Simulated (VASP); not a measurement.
Write the native input for VASP 6.6.1 that does the following.

```
Task                   : single point
Functional             : PBE
Dispersion             : D3(BJ)
Potentials or basis    : VASP PAW PBE potentials, release 64 (Be, N)
Cutoff                 : 520 eV
k mesh                 : 4 × 3 × 1
Occupations            : fermi-dirac, width 0.1 eV
Spin                   : no spin polarisation
Dipole correction      : no
Further INCAR settings : LREAL = Auto; ALGO = Normal; EDIFF = 1e-06; NBANDS = 48
```

The structure of Be12N lies in POSCAR:

```
Be12N
1.0
    4.5800000000      0.0000000000      0.0000000000
    3.4350000000      5.9495950000      0.0000000000
    0.0000000000      0.0000000000     17.3826450000
Be N
24 2
Direct
   -0.1666666387      0.2222221849      0.0575286442
    0.3333333613      0.2222221849      0.0575286442
   -0.1666665966      0.5555554622      0.0575286442
    0.3333334034      0.5555554622      0.0575286442
   -0.1666665546      0.8888887395      0.0575286442
    0.3333334454      0.8888887395      0.0575286442
   -0.0014451981      0.0020762758      0.1628279816
    0.5005763958     -0.0045586296      0.1636662315
   -0.0029829203      0.3307778092      0.1594060628
    0.5013340024      0.3313960026      0.1602775067
    0.0027381073      0.6679558861      0.1583917177
    0.4980464920      0.6691447065      0.1598447187
   -0.1747087495      0.2377281143      0.2653381577
    0.3273106636      0.2288789405      0.2629993307
   -0.1576636960      0.5570476646      0.2545861691
    0.3410533300      0.5517891554      0.2569645183
   -0.1563576191      0.8844386887      0.2646722636
    0.3364197949      0.8725057756      0.2794841637
   -0.0435870062      0.0533590942      0.3793239176
    0.5036822348      0.0142184468      0.3669808594
   -0.0092840388      0.3562820663      0.3646668847
    0.4633580321      0.3464175293      0.3748499725
   -0.2855858878      0.6881500337      0.4231402068
    0.1448695675      0.7130065156      0.3718199963
    0.3453629855      0.8571879262      0.3947524672
    0.0924892828      0.5174908544      0.4156829412
```

One way to write it, as run:

INCAR

```
SYSTEM = Be12N
  PREC = Accurate
  ENCUT = 520
  EDIFF = 1E-6
  ISMEAR = -1
  SIGMA = 0.1
  LREAL = Auto
  LASPH = .TRUE.
  NELM = 100
  ALGO = Normal
  ISIF = 2
  LWAVE = .FALSE.
  LCHARG = .FALSE.
  GGA = PE
  IVDW = 12
  NBANDS = 48
```

KPOINTS

```
regular mesh
0
G
  4 3 1
  0 0 0
```

Potentials or basis: VASP PAW PBE potentials, release 64 (Be, N).

Launch:

```sh
$ cat potpaw_PBE.64/Be/POTCAR potpaw_PBE.64/N/POTCAR > POTCAR
$ mpirun -np 1 vasp_std > vasp.out
```

Results of the run:

```yaml
Largest_force: 0.315 eV/Å
Band_gap_on_the_k_mesh: zero (band 29 reaches 0.38 eV, above the bottom of band 30 at -0.21 eV)
Dispersion_energy_per_atom: -0.242 eV
```

Caveat: the k points lie up to 0.40 Å⁻¹ apart.

Run time: 3.4 min on 1 thread of Intel(R) Xeon(R) 6975P-C (Granite Rapids), on a shared host, peak memory 0.58 GiB.
